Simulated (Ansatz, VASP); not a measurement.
## SnO2 in VASP and in Ansatz

File INCAR:

```
PREC = Accurate
ENCUT = 600
EDIFF = 1E-6
ISMEAR = 0
SIGMA = 0.1
LREAL = F
LASPH = T
NELM = 120
ALGO = Normal
ISIF = 2
LWAVE = F
LCHARG = T
GGA = CA
LELF = T
LVHAR = T
NBANDS = 64
GGA_COMPAT = F
```

The input KPOINTS:

```
regular mesh
0
Gamma
  6 4 4
```

The input POSCAR:

```
SnO2
1.0
    3.1805564129      0.0000000000      0.0000000000
    0.0000000000      6.6839231512      0.0000000000
    0.0000000000      0.0000000000      6.6839231512
O Sn
8 4
Direct
    0.0000000000      0.0000000000      0.0000000000
    0.5000000000      0.3070000000      0.1929942000
    0.5000000000      0.6930000000      0.1929942000
    0.0000000000      0.0000000000      0.3859884000
    0.0000000000      0.5000000000      0.5000001000
    0.5000000000      0.8070000000      0.6929943000
    0.5000000000      0.1930000000      0.6929943000
    0.0000000000      0.5000000000      0.8859885000
    0.0000000000      0.5000000000      0.1929942000
    0.5000000000      0.0000000000      0.1929942000
    0.0000000000      0.0000000000      0.6929943000
    0.5000000000      0.5000000000      0.6929943000
```

Input for Ansatz:

```yaml
crystal:
  lattice:
    - [3.1805564129, 0.0, 0.0]
    - [0.0, 6.6839231512, 0.0]
    - [0.0, 0.0, 6.6839231512]
  atoms:
    - { symbol: O, position: [0.0, 0.0, 0.0] }
    - { symbol: Sn, position: [0.0, 0.5, 0.1929942] }
    - { symbol: Sn, position: [0.5, 0.0, 0.1929942] }
    - { symbol: O, position: [0.5, 0.307, 0.1929942] }
    - { symbol: O, position: [0.5, 0.693, 0.1929942] }
    - { symbol: O, position: [0.0, 0.0, 0.3859884] }
    - { symbol: O, position: [0.0, 0.5, 0.5000001] }
    - { symbol: Sn, position: [0.0, 0.0, 0.6929943] }
    - { symbol: Sn, position: [0.5, 0.5, 0.6929943] }
    - { symbol: O, position: [0.5, 0.807, 0.6929943] }
    - { symbol: O, position: [0.5, 0.193, 0.6929943] }
    - { symbol: O, position: [0.0, 0.5, 0.8859885] }
basis:
  ecutwfc: 420
kpoints:
  mp_grid: { grid: [6, 4, 4] }
hamiltonian:
  xc: lda
  pseudopotentials: { kind: paw, azcp: { folder: soft_1 } }
scf:
  occupations: { method: gaussian, width: 0.1 }
output:
  forces: true
  stress: true
  eigenvalues: true
```

Alike in both runs: task single point; functional LDA; k mesh 6 × 4 × 4; occupations gaussian, width 0.1 eV; no spin polarisation.

|  | VASP | Ansatz |
| --- | --- | --- |
| version | VASP 6.6.1 | Ansatz 0.2.0 |
| potentials or method | VASP PAW LDA potentials, release 64 (O, Sn_d), cutoff 600 eV | scalar-relativistic, plane waves, PAW |
| valence electrons in the cell | 104 | 104 |

```tsv
	VASP	Ansatz	Ansatz less VASP
gap on the k mesh at the Fermi level (eV)	1.25	1.22	-0.030
least direct gap on the mesh (eV)	1.25	1.22	-0.030
pressure (GPa)	1.5	0.4	-1.18
rms of the force components (eV/Å)	0.090	0.074	-0.0154
```

Ansatz warns that its potentials were made for another functional, while VASP's fit it. LDA's correlation is that of Perdew and Zunger in VASP and of Perdew and Wang (1992) in Ansatz. Ansatz's warnings: structure snapped to symmetry.
